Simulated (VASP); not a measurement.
Write the native input for VASP 6.6.1 that does the following.

- Task: single point
- Functional: PBE
- Potentials or basis: VASP PAW PBE potentials, release 64 (Br, O, Bi_d, Cl)
- Cutoff: 520 eV
- k mesh: 5 × 5 × 2
- Occupations: fermi-dirac, width 0.1144 eV
- Spin: no spin polarisation
- Dipole correction: no
- Further INCAR settings: ALGO = Normal; EDIFF = 1e-06; NBANDS = 44

The structure of Bi2BrClO4 lies in POSCAR:

```
Bi2BrClO4
1.0
    3.9375605239      0.0000000000      0.0000000000
    0.0000000000      3.9375605239      0.0000000000
    0.0000000000      0.0000000000      9.2388480588
Br O Bi Cl
1 4 2 1
Direct
    0.0000000000      0.0000000000      0.0000000000
    0.5000000000      0.0000000000      0.8409778418
    0.0000000000      0.5000000000      0.8409778418
    0.5000000000      0.0000000000      0.1590221582
    0.0000000000      0.5000000000      0.1590221582
    0.5000000000      0.5000000000      0.7221286061
    0.5000000000      0.5000000000      0.2778713939
    0.0000000000      0.0000000000      0.5000000000
```

One way to write it, as run:

INCAR

```
SYSTEM = Bi2BrClO4
ALGO     = Normal         ! electronic algorithm
EDIFF    = 1E-6           ! SCF threshold, eV
ENCUT    = 520            ! plane-wave cutoff, eV
GGA      = PE             ! functional
ISIF     = 2              ! what is computed and relaxed
ISMEAR   = -1             ! smearing method
LASPH    = .TRUE.         ! aspherical terms in the spheres
LCHARG   = .FALSE.        ! write CHGCAR
LREAL    = .FALSE.        ! projectors in reciprocal space
LWAVE    = .FALSE.        ! write WAVECAR
NBANDS   = 44             ! bands
NELM     = 100            ! most SCF steps
PREC     = Accurate       ! precision mode
SIGMA    = 0.1144         ! smearing width, eV
```

KPOINTS

```
k-points
0
G
  5 5 2
  0 0 0
```

Potentials or basis: VASP PAW PBE potentials, release 64 (Br, O, Bi_d, Cl).

Command:

```sh
$ cat potpaw_PBE.64/Br/POTCAR potpaw_PBE.64/O/POTCAR potpaw_PBE.64/Bi_d/POTCAR potpaw_PBE.64/Cl/POTCAR > POTCAR
$ mpirun -np 1 vasp_std > vasp.out
```

Results of the run:

* Pressure: 0.0 GPa
* Largest force: 0.055 eV/Å
* Band gap on the k mesh: zero (band 34 reaches 4.93 eV, above the bottom of band 35 at 4.57 eV)

Caveat: spin-orbit coupling is left out, which moves the levels of the heavy elements.

Run time: 51 s on 1 thread of Intel(R) Xeon(R) 6975P-C (Granite Rapids) (shared host), peak memory 0.27 GiB.
